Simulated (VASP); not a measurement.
Write the native input for VASP 6.6.1 that does the following.

| Property | Result |
| --- | --- |
| Task | single point |
| Functional | PBE |
| Potentials or basis | VASP PAW PBE potentials, release 64 (Ga_d, N) |
| Cutoff | 520 eV |
| k mesh | 6 × 6 × 6 |
| Occupations | gaussian, width 0.1 eV |
| Spin | no spin polarisation |
| Dipole correction | no |
| Further INCAR settings | ALGO = Normal; EDIFF = 1e-07; NBANDS = 16 |

The structure of GaN lies in POSCAR:

```
GaN
1.0
    3.3623210400      0.0000000000      0.0000000000
   -1.6811605200      2.9118554400      0.0000000000
    0.0000000000      0.0000000000      2.9622533800
Ga N
1 1
Direct
    0.0000000000      0.0000000000      0.9726910200
    0.0000000000      0.0000000000      0.4169654700
```

One way to write it, as run:

INCAR

```
PREC = Accurate ; ENCUT = 520
EDIFF = 1E-7 ; ISMEAR = 0
SIGMA = 0.1 ; LREAL = False
LASPH = True ; NELM = 60
ALGO = Normal ; ISIF = 2
LWAVE = False ; LCHARG = False
GGA = PE ; NBANDS = 16
```

KPOINTS

```
regular mesh
0
Gamma
  6 6 6
```

Potentials or basis: VASP PAW PBE potentials, release 64 (Ga_d, N).

Run with:

```bash
$ cat potpaw_PBE.64/Ga_d/POTCAR potpaw_PBE.64/N/POTCAR > POTCAR
$ mpirun -np 1 vasp_std > vasp.out
```

Results of the run:

```json
{
 "Pressure": "108.3 GPa",
 "Largest force": "33.940 eV/Å",
 "Band gap on the k mesh": "0.85 eV, indirect (least direct gap 1.23 eV)"
}
```

Caveat: forces of over 1 eV/Å act on the atoms, so gaps and moduli don't describe the material at rest.

Run time: 12 s on 1 thread of Intel(R) Xeon(R) Platinum 8488C (Sapphire Rapids), on a shared host, peak memory 0.15 GiB.
